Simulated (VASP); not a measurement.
# Rb (P6_3/mmc) in VASP: a series of runs, part 2 of 2

VASP 6.6.1. Earlier steps stand in the parts before.

## 3. Single point, PBE

This run uses another cell than the first one: it holds 4 atoms, not 2.

Contents of INCAR:

```
  ALGO = Fast
  EDIFF = 1E-6
  ENCUT = 520
  GGA = PE
  ISIF = 2
  ISMEAR = 0
  LASPH = True
  LCHARG = False
  LREAL = False
  LWAVE = False
  NBANDS = 26
  NELM = 100
  PREC = Accurate
  SIGMA = 0.1
```

Contents of KPOINTS:

```
k-points
0
Gamma
  12 12 3
```

Contents of POSCAR:

```
Rb
1.0
    5.0572382096      0.0000000000      0.0000000000
   -2.5286191048      4.3796967625      0.0000000000
    0.0000000000      0.0000000000     16.4828084513
Rb
4
Direct
    0.0000000000      0.0000000000      0.0000000000
    0.3333333333      0.6666666667      0.2500000000
    0.0000000000      0.0000000000      0.5000000000
    0.6666666667      0.3333333333      0.7500000000
```

Potentials or basis: VASP PAW PBE potentials, release 64 (Rb_sv).

The run is started by

```sh
cat potpaw_PBE.64/Rb_sv/POTCAR > POTCAR
mpirun -np 1 vasp_std > vasp.out
```

OUTCAR:

```text
EDIFF = 1E-6
   ENCUT = 520
   GGA = PE
   ISIF = 2
   ISMEAR = 0
   LASPH = True
   LREAL = False
   NELM = 100
   PREC = Accurate

 ion  position               nearest neighbor table
   1  0.000  0.000  0.000-   2 5.05   4 5.05   2 5.05   4 5.05   4 5.05   2 5.05
   2  0.333  0.667  0.250-   1 5.05   3 5.05   1 5.05   3 5.05   1 5.05   3 5.05
   3  0.000  0.000  0.500-   2 5.05   4 5.05   2 5.05   4 5.05   4 5.05   2 5.05
   4  0.667  0.333  0.750-   1 5.05   3 5.05   1 5.05   3 5.05   1 5.05   3 5.05

  LATTYP: Found a hexagonal cell.
 ALAT       =     5.0572382096
 C/A-ratio  =     3.2592509524

  Lattice vectors:

 A1 = (   5.0572382096,   0.0000000000,   0.0000000000)
 A2 = (  -2.5286191048,   4.3796967625,   0.0000000000)
 A3 = (   0.0000000000,   0.0000000000,  16.4828084513)

Analysis of symmetry for initial positions (statically):
=====================================================================
 Subroutine PRICEL returns:
 Original cell was already a primitive cell.

 Routine SETGRP: Setting up the symmetry group for a
 hexagonal supercell.

 Subroutine GETGRP returns: Found 24 space group operations
 (whereof 12 operations were pure point group operations)
 out of a pool of 24 trial point group operations.

The static configuration has the point symmetry D_3d.
 The point group associated with its full space group is D_6h.

Analysis of symmetry for dynamics (positions and initial velocities):
=====================================================================
 Subroutine PRICEL returns:
 Original cell was already a primitive cell.

 Routine SETGRP: Setting up the symmetry group for a
 hexagonal supercell.

 Subroutine GETGRP returns: Found 24 space group operations
 (whereof 12 operations were pure point group operations)
[... 118 lines left out ...]
   NELECT =      36.0000    total number of electrons
   NUPDOWN=      -1.0000    fix difference up-down
   EMIN   =  10.00;   EMAX   =-10.00  energy-range for DOS
   EFERMI =   0.00;   METHOD = LEGACY
   ISMEAR =     0;   SIGMA  =   0.10  broadening in eV -4-tet -1-fermi 0-gaus
   EFERMI_NEDOS =   21; number of points for ismear=-14 and -15
   IALGO  =     68    algorithm
   IMIX   =      4    mixing-type and parameters
     AMIX     =   0.40;   BMIX     =  1.00
     AMIX_MAG =   1.60;   BMIX_MAG =  1.00
  volume/ion in A,a.u.               =      91.27       615.92
  Fermi-wavevector in a.u.,A,eV,Ry     =   0.756333  1.429261  7.783062  0.572039
  Thomas-Fermi vector in A             =   1.854429
   LORBIT       =      0    0 simple, 1 ext, 2 COOP (PROOUT), +10 PAW based schemes
   GGA     = PE    functional components
   LHFCALC =     F    Hartree Fock is set to
   AEXX    =    0.0000 exact exchange contribution
   IVDW    =     0    specifies the selected vdW correction
   LEPSILON=     F    determine dielectric tensor
   LRPA    =     F    only Hartree local field effects (RPA)
 non-spin polarized calculation
 RMM-DIIS sequential band-by-band and
 Gauss-broadening in eV      SIGMA  =   0.10
  energy-cutoff  :      520.00
  volume of cell :      365.08
 maximum number of plane-waves:      9877
 NGX is ok and might be reduce to    40

 number of electron      36.0000000 magnetization

 Free energy of the ion-electron system (eV)
  ---------------------------------------------------
  ext. energy  EPLUGINS =         0.00000000
  ---------------------------------------------------
  free energy    TOTEN  =        -3.75839633 eV

  energy without entropy =       -3.74045019  energy(sigma->0) =       -3.74942326

 E-fermi :  -0.0109     XC(G=0):  -5.4582

 val. band max:       -0.0109532802   @ k =   0.3333   0.1667   0.3333
 cond. band min:       0.0709466402   @ k =   0.3333  -0.0000   0.3333
 fundamental gap:      0.0818999205
 Fermi energy:        -0.0109105824

 k-point     1 :       0.0000    0.0000    0.0000
  band No.  band energies     occupation
      1     -28.8932      2.00000
      2     -28.8916      2.00000
      3     -28.8909      2.00000
      4     -28.8894      2.00000
      5     -13.0305      2.00000
      6     -12.9848      2.00000
[... 685 lines left out ...]
     25       2.1559      0.00000
     26       2.2745      0.00000

 [... further k-points ...]
[... 5 lines left out ...]
  --------------------------------------------------------------------------------------
  -------------------------------------------------------------------------------------
  Total        0.0008872      0.0008872      0.0050054     -0.0000000      0.0000000      0.0000000
  in kB        0.0038935      0.0038935      0.0219667     -0.0000000      0.0000000      0.0000000
  external PRESSURE =       0.0099179 kB  Pullay stress =       0.0000000 kB

 VOLUME and BASIS-vectors are now :
 -----------------------------------------------------------------------------
  energy-cutoff  :      520.00
  volume of cell :      365.08
      direct lattice vectors                 reciprocal lattice vectors
     5.057238210  0.000000000  0.000000000     0.197736385  0.114163155  0.000000000
    -2.528619105  4.379696763  0.000000000     0.000000000  0.228326310  0.000000000
     0.000000000  0.000000000 16.482808451     0.000000000  0.000000000  0.060669273

 POSITION                                       TOTAL-FORCE (eV/Angst)
 -----------------------------------------------------------------------------------
      0.00000      0.00000      0.00000         0.000000      0.000000      0.000000
     -0.00000      2.91980      4.12070        -0.000000      0.000000      0.000000
      0.00000      0.00000      8.24140         0.000000      0.000000      0.000000
      2.52862      1.45990     12.36211         0.000000     -0.000000     -0.000000
 -----------------------------------------------------------------------------------
    total drift:                                0.000000      0.000000      0.000000

  FREE ENERGIE OF THE ION-ELECTRON SYSTEM (eV)
  ---------------------------------------------------
  free  energy   TOTEN  =        -3.7583963256 eV

  energy  without entropy=       -3.7404501872  energy(sigma->0) =       -3.74942326
```

OSZICAR:

```text
N       E                     dE             d eps       ncg     rms          rms(c)
DAV:   1     0.262590470101E+03    0.26259E+03   -0.13398E+04  1992   0.106E+03
DAV:   2     0.264459677517E+02   -0.23614E+03   -0.23110E+03  2750   0.223E+02
DAV:   3    -0.287430055575E+01   -0.29320E+02   -0.29210E+02  2984   0.712E+01
DAV:   4    -0.371691665230E+01   -0.84262E+00   -0.84111E+00  2578   0.139E+01
DAV:   5    -0.375226278566E+01   -0.35346E-01   -0.35343E-01  3022   0.239E+00    0.243E+00
RMM:   6    -0.375436659977E+01   -0.21038E-02   -0.90894E-03  2402   0.516E-01    0.148E+00
RMM:   7    -0.375784812112E+01   -0.34815E-02   -0.15688E-02  2329   0.585E-01    0.913E-02
RMM:   8    -0.375831914856E+01   -0.47103E-03   -0.13636E-03  2801   0.165E-01    0.222E-02
RMM:   9    -0.375836998594E+01   -0.50837E-04   -0.39454E-04  3298   0.666E-02    0.154E-02
RMM:  10    -0.375838556877E+01   -0.15583E-04   -0.11831E-04  3601   0.341E-02    0.101E-02
RMM:  11    -0.375839166354E+01   -0.60948E-05   -0.52777E-05  3232   0.202E-02    0.256E-03
RMM:  12    -0.375839439344E+01   -0.27299E-05   -0.22827E-05  3044   0.135E-02    0.171E-03
RMM:  13    -0.375839560652E+01   -0.12131E-05   -0.11410E-05  2606   0.925E-03    0.873E-04
RMM:  14    -0.375839632565E+01   -0.71913E-06   -0.50022E-06  2190   0.638E-03
   1 F= -.37583963E+01 E0= -.37494233E+01  d E =-.179461E-01
```

Wall time 7.8 min (1 thread of Oxide Virtual Turin-like, shared host); peak memory 0.56 GiB.

What came out:

- Free energy: -3.7584 eV
- Pressure: 0.0 GPa
- Band gap on the k mesh: zero (band 18 reaches 0.79 eV, above the bottom of band 19 at -1.29 eV)

## 4. Relaxation of cell and atoms, PBE

This run uses another cell than the first one, of 88.04 Å³/atom, 0.965 times its volume.

Contents of INCAR:

```
SYSTEM = Rb
PREC = Accurate ; ENCUT = 600
EDIFF = 1E-7 ; ISMEAR = 0
SIGMA = 0.1 ; LREAL = .FALSE.
LASPH = .TRUE. ; NELM = 80
ALGO = Fast ; ISIF = 3
LWAVE = .FALSE. ; LCHARG = .FALSE.
GGA = PE ; IBRION = 2
NSW = 100 ; EDIFFG = -0.005
```

Contents of KPOINTS:

```
regular mesh
0
G
  12 12 6
  0 0 0
```

Contents of POSCAR:

```
Rb
1.0
    4.9934870000      0.0000000000      0.0000000000
   -2.4967440000      4.3244870000      0.0000000000
    0.0000000000      0.0000000000      8.1543310000
Rb
2
Direct
    0.0000000000      0.0000000000      0.0000000000
    0.3333333300      0.6666666700      0.5000000000
```

The run is started by

```sh
cat potpaw_PBE.64/Rb_sv/POTCAR > POTCAR
mpirun -np 1 vasp_std > vasp.out
```

It took 21 min on 1 thread of Oxide Virtual Turin-like, shared host; peak memory 0.42 GiB.

It converged, with:

| Property | Result |
| --- | --- |
| Free energy | -1.8796 eV |
| Relaxed volume | 91.43 Å³/atom |
| Relaxed cell | a = 5.059 Å, b = 5.059 Å, c = 8.250 Å, α = 90.00°, β = 90.00°, γ = 120.00° |
| Space group after relaxing (to 0.05 Å) | P6_3/mmc (No. 194) |
| Energy gained by relaxing | 1.1 meV/atom |
| Ionic steps | 5 |
| Pressure after relaxing | 0.0 GPa |
| Band gap on the k mesh | zero (band 9 reaches 1.06 eV, above the bottom of band 10 at -1.30 eV) |

The path:
| step | energy change (eV) | largest force (eV/Å) | pressure (GPa) | volume (Å³) |
| --- | --- | --- | --- | --- |
| 1 | 0.0000 | 0.0000 | 0.11 | 176.09 |
| 2 | -0.0010 | 0.0000 | 0.08 | 177.65 |
| 3 | -0.0020 | 0.0000 | 0.04 | 180.42 |
| 4 | -0.0018 | 0.0000 | -0.05 | 186.06 |
| 5 | -0.0023 | 0.0000 | 0.00 | 182.87 |

Final structure:
```
CELL_PARAMETERS angstrom
5.05919 0.00000 0.00000
-2.52959 4.38138 0.00000
0.00000 0.00000 8.24984
ATOMIC_POSITIONS crystal
Rb 0.00000 0.00000 0.00000
Rb 0.33333 0.66667 0.50000
```

Levels at points of the mesh, in eV from the Fermi level:
| k point | band 6 | band 7 | band 8 | band 9 | band 10 | band 11 | band 12 | band 13 |
| --- | --- | --- | --- | --- | --- | --- | --- | --- |
| (0.00, 0.00, 0.00) | -12.93 | -12.93 | -12.93 | -1.95 | 0.15 | 0.68 | 3.48 | 3.48 |
| (0.50, 0.00, 0.00) | -12.96 | -12.95 | -12.94 | 0.05 | 0.32 | 1.32 | 1.57 | 2.07 |
| (0.00, 0.00, 0.50) | -12.93 | -12.93 | -12.93 | -1.28 | -1.28 | 2.33 | 2.33 | 3.52 |
| (0.50, 0.00, 0.50) | -12.95 | -12.95 | -12.95 | 0.43 | 0.43 | 0.92 | 0.92 | 2.54 |

## 5. Overview

```tsv
task	cell	k mesh	cutoff (eV)	gap on the mesh (eV)	pressure (GPa)
single point	a = 5.057, b = 5.057, c = 8.241 Å, angles 90.0, 90.0, 120.0°, 2 atoms	12 × 12 × 6	520	none	0.0
single point	a = 5.057, b = 5.057, c = 16.483 Å, angles 90.0, 90.0, 120.0°, 4 atoms	12 × 12 × 3	520	none	0.0
relaxation of cell and atoms	relaxed from a = 4.993, b = 4.993, c = 8.154 Å, angles 90.0, 90.0, 120.0°, 2 atoms	12 × 12 × 6	600	none	0.0
```

Alike in all rows: level PBE; potentials or basis VASP PAW PBE potentials, release 64 (Rb_sv); no spin polarisation; smearing gaussian 0.1 eV.

Absolute energies hang on the potentials; compare differences alone.
